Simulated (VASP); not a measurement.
# In (Fmmm) in VASP: single point with r2SCAN

Aim: the single point of In with r2SCAN.

Everything below comes from runs of VASP 6.6.1. Logs are shortened: lines on timing, memory, paths and dates and some standing lists are left out, and cuts for length are marked.

## 1. The cell of the first run

The typed cell holds 2 atoms: a = 6.042 Å, b = 6.042 Å, c = 3.116 Å, α = 75.06°, β = 75.05°, γ = 29.89°.

## 2. Single point, r2SCAN

The input, POSCAR:

```
In
1.0
    0.0000000000      2.2034192415      5.6256004551
    2.2028917276      0.0000000000      5.6256004551
    2.2028917276      2.2034192415      0.0000000000
In
2
Direct
    0.8635180948      0.8635180948      0.1364819052
    0.1364819052      0.1364819052      0.8635180948
```

The input, INCAR.step1:

```
  PREC = Accurate
  ENCUT = 520
  ISMEAR = 0
  SIGMA = 0.1
  LREAL = F
  LASPH = T
  NELM = 60
  NBANDS = 20
  GGA = PE
  ALGO = Normal
  EDIFF = 1E-4
  LWAVE = T
  LCHARG = F
```

The input, INCAR.step2:

```
  PREC = Accurate
  ENCUT = 520
  EDIFF = 1E-7
  ISMEAR = 0
  SIGMA = 0.1
  LREAL = F
  LASPH = T
  NELM = 60
  ALGO = Normal
  ISIF = 2
  LWAVE = F
  LCHARG = F
  METAGGA = R2SCAN
  LMIXTAU = T
  NBANDS = 20
  ISTART = 1
```

The input, KPOINTS:

```
Automatic mesh
0
Gamma
  18 18 18
```

Potentials or basis: VASP PAW PBE potentials, release 64 (In_d).

On the command line:

```console
cat potpaw_PBE.64/In_d/POTCAR > POTCAR
cp INCAR.step1 INCAR
mpirun -np 1 vasp_std > vasp.out
cp INCAR.step2 INCAR
mpirun -np 1 vasp_std > vasp.out
```

OUTCAR:

```text
PREC = Accurate
   ENCUT = 520
   EDIFF = 1E-7
   ISMEAR = 0
   LREAL = F
   LASPH = T
   NELM = 60
   ISIF = 2
   METAGGA = R2SCAN
   ISTART = 1

 ion  position               nearest neighbor table
   1  0.864  0.864  0.136-   2 3.07   2 3.37   2 3.37   2 3.37   2 3.37
   2  0.136  0.136  0.864-   1 3.07   1 3.37   1 3.37   1 3.37   1 3.37

  LATTYP: Found a face centered orthorhombic cell.
 ALAT       =     4.4057834552
 B/A-ratio  =     1.0002394643
 C/A-ratio  =     2.5537344322

  Lattice vectors:

 A1 = (   0.0000000000,   2.2034192415,   5.6256004551)
 A2 = (   2.2028917276,   0.0000000000,   5.6256004551)
 A3 = (   2.2028917276,   2.2034192415,   0.0000000000)

Analysis of symmetry for initial positions (statically):
=====================================================================
 Subroutine PRICEL returns:
 Original cell was already a primitive cell.

 Routine SETGRP: Setting up the symmetry group for a
 face centered orthorhombic supercell.

 Subroutine GETGRP returns: Found  8 space group operations
 (whereof  8 operations were pure point group operations)
 out of a pool of  8 trial point group operations.

The static configuration has the point symmetry D_2h.

Analysis of symmetry for dynamics (positions and initial velocities):
=====================================================================
 Subroutine PRICEL returns:
 Original cell was already a primitive cell.

 Routine SETGRP: Setting up the symmetry group for a
 face centered orthorhombic supercell.

 Subroutine GETGRP returns: Found  8 space group operations
 (whereof  8 operations were pure point group operations)
 out of a pool of  8 trial point group operations.

The dynamic configuration has the point symmetry D_2h.

 Subroutine INISYM returns: Found  8 space group operations
 (whereof  8 operations are pure point group operations),
 and found     1 'primitive' translations

----------------------------------------------------------------------------------------

                                     Primitive cell

  volume of cell :      54.6121

  direct lattice vectors                    reciprocal lattice vectors
     0.000000000  2.203419241  5.625600455    -0.226974387  0.226920048  0.088879401
     2.202891728  0.000000000  5.625600455     0.226974387 -0.226920048  0.088879401
     2.202891728  2.203419241  0.000000000     0.226974387  0.226920048 -0.088879401

  length of vectors
     6.041724657  6.041532293  3.115732389     0.333030972  0.333030972  0.333030972
[... 79 lines left out ...]
   ENCUT  =  520.0 eV  38.22 Ry    6.18 a.u.  11.23 11.23  5.79*2*pi/ulx,y,z
   NELM   =     60;   NELMIN=  2; NELMDL=  0     # of ELM steps
   EDIFF  = 0.1E-06   stopping-criterion for ELM
   LREAL  =      F    real-space projection
   EDIFFG = 0.1E-05   stopping-criterion for IOM
   NSW    =      0    number of steps for IOM
   IBRION =     -1    ionic relax: 0-MD 1-quasi-New 2-CG
   NFREE  =      0    steps in history (QN), initial steepest desc. (CG)
   ISIF   =      2    stress and relaxation
   ISYM   =      2    0-nonsym 1-usesym 2-fastsym
   POTIM  = 0.5000    time-step for ionic-motion
   TEBEG  =    0.0;   TEEND  =   0.0 temperature during run
   PSTRESS=    0.0 pullay stress
   NELECT =      26.0000    total number of electrons
   NUPDOWN=      -1.0000    fix difference up-down
   EMIN   =  10.00;   EMAX   =-10.00  energy-range for DOS
   EFERMI =   0.00;   METHOD = LEGACY
   ISMEAR =     0;   SIGMA  =   0.10  broadening in eV -4-tet -1-fermi 0-gaus
   EFERMI_NEDOS =   21; number of points for ismear=-14 and -15
   IALGO  =     38    algorithm
   IMIX   =      4    mixing-type and parameters
     AMIX     =   0.40;   BMIX     =  1.00
     AMIX_MAG =   1.60;   BMIX_MAG =  1.00
  volume/ion in A,a.u.               =      27.31       184.27
  Fermi-wavevector in a.u.,A,eV,Ry     =   1.278310  2.415656 22.232964  1.634077
  Thomas-Fermi vector in A             =   2.410860
   LORBIT       =      0    0 simple, 1 ext, 2 COOP (PROOUT), +10 PAW based schemes
   METAGGA = R2SCAN    functional components
   LHFCALC =     F    Hartree Fock is set to
   AEXX    =    0.0000 exact exchange contribution
   IVDW    =     0    specifies the selected vdW correction
   LEPSILON=     F    determine dielectric tensor
   LRPA    =     F    only Hartree local field effects (RPA)
 non-spin polarized calculation
 Gauss-broadening in eV      SIGMA  =   0.10
  energy-cutoff  :      520.00
  volume of cell :       54.61
 maximum number of plane-waves:      1498
 NGX is ok and might be reduce to    48
   NGX = 23   NGY = 23   NGZ = 11

 number of electron      25.9999996 magnetization

 Free energy of the ion-electron system (eV)
  ---------------------------------------------------
  ext. energy  EPLUGINS =         0.00000000
  ---------------------------------------------------
  free energy    TOTEN  =       -45.14798652 eV

  energy without entropy =      -45.14362367  energy(sigma->0) =      -45.14580509

 E-fermi :   6.9003     XC(G=0): -10.7611

 val. band max:        6.9001678341   @ k =   0.3333  -0.3889   0.0556
 cond. band min:       6.9007778593   @ k =  -0.3889   0.3333   0.0556
 fundamental gap:      0.0006100253
 Fermi energy:         6.9002964786

 k-point     1 :       0.0000    0.0000    0.0000
  band No.  band energies     occupation
      1      -8.6154      2.00000
      2      -8.5517      2.00000
      3      -8.4449      2.00000
      4      -8.3077      2.00000
      5      -8.0833      2.00000
      6      -8.0831      2.00000
[... 541 lines left out ...]
     19      18.3925      0.00000
     20      18.6349      0.00000

 [... further k-points ...]

------------------------ aborting loop because EDIFF is reached ----------------------------------------

  FORCE on cell =-STRESS in cart. coord.  units (eV):
  Direction    XX          YY          ZZ          XY          YZ          ZX
  --------------------------------------------------------------------------------------
  -------------------------------------------------------------------------------------
  Total        0.0071331      0.0053234      0.0063677      0.0000000      0.0000000      0.0000000
  in kB        0.2092675      0.1561745      0.1868125      0.0000000      0.0000000      0.0000000
  external PRESSURE =       0.1840848 kB  Pullay stress =       0.0000000 kB

 VOLUME and BASIS-vectors are now :
 -----------------------------------------------------------------------------
  energy-cutoff  :      520.00
  volume of cell :       54.61
      direct lattice vectors                 reciprocal lattice vectors
     0.000000000  2.203419241  5.625600455    -0.226974387  0.226920048  0.088879401
     2.202891728  0.000000000  5.625600455     0.226974387 -0.226920048  0.088879401
     2.202891728  2.203419241  0.000000000     0.226974387  0.226920048 -0.088879401

 POSITION                                       TOTAL-FORCE (eV/Angst)
 -----------------------------------------------------------------------------------
      2.20289      2.20342      9.71562         0.000000      0.000000      0.005475
      2.20289      2.20342      1.53559         0.000000      0.000000     -0.005475
 -----------------------------------------------------------------------------------
    total drift:                                0.000000      0.000000     -0.000000

  FREE ENERGIE OF THE ION-ELECTRON SYSTEM (eV)
  ---------------------------------------------------
  free  energy   TOTEN  =       -45.1479865163 eV

  energy  without entropy=      -45.1436236707  energy(sigma->0) =      -45.14580509
```

OUTCAR.step1:

```text
PREC = Accurate
   ENCUT = 520
   ISMEAR = 0
   LREAL = F
   LASPH = T
[... 775 lines left out ...]
 -----------------------------------------------------------------------------------
      2.20289      2.20342      9.71562         0.000000      0.000000      0.036451
      2.20289      2.20342      1.53559         0.000000      0.000000     -0.036451
 -----------------------------------------------------------------------------------
    total drift:                                0.000000      0.000000     -0.000000

  FREE ENERGIE OF THE ION-ELECTRON SYSTEM (eV)
  ---------------------------------------------------
  free  energy   TOTEN  =        -5.0388092578 eV

  energy  without entropy=       -5.0341088336  energy(sigma->0) =       -5.03645905
```

OSZICAR.step1:

```text
N       E                     dE             d eps       ncg     rms          rms(c)
DAV:   1     0.210372025244E+03    0.21037E+03   -0.13103E+04 34716   0.179E+03
DAV:   2     0.107940253245E+02   -0.19958E+03   -0.19596E+03 34784   0.375E+02
DAV:   3    -0.461628192310E+01   -0.15410E+02   -0.15321E+02 39780   0.119E+02
DAV:   4    -0.506515605777E+01   -0.44887E+00   -0.44859E+00 41004   0.224E+01
DAV:   5    -0.509096461560E+01   -0.25809E-01   -0.25807E-01 51152   0.449E+00    0.361E+00
DAV:   6    -0.504619337491E+01    0.44771E-01   -0.91176E-02 48120   0.488E+00    0.161E+00
DAV:   7    -0.503898065971E+01    0.72127E-02   -0.24904E-02 47356   0.232E+00    0.413E-01
DAV:   8    -0.503878180048E+01    0.19886E-03   -0.17405E-03 38880   0.434E-01    0.629E-02
DAV:   9    -0.503880925783E+01   -0.27457E-04   -0.82705E-05 25576   0.130E-01
   1 F= -.50388093E+01 E0= -.50364590E+01  d E =-.470042E-02
```

Run time: 3.6 h. Hardware: 1 thread of Oxide Virtual Turin-like, shared host; peak memory 0.8 GiB.

Results:

* Free energy: -45.1480 eV
* Pressure: 0.0 GPa
* Largest force: 0.005 eV/Å
* Band gap on the k mesh: zero (bands 13 and 14 overlap by 4.65 eV)

Forces on the atoms (eV/Å):
```
In   0.000  0.000  0.005
In   0.000  0.000 -0.005
```

Caveat: the PAW data sets were made with another functional, which shifts forces and pressure a little; spin-orbit coupling is left out, which moves the levels of the heavy elements.
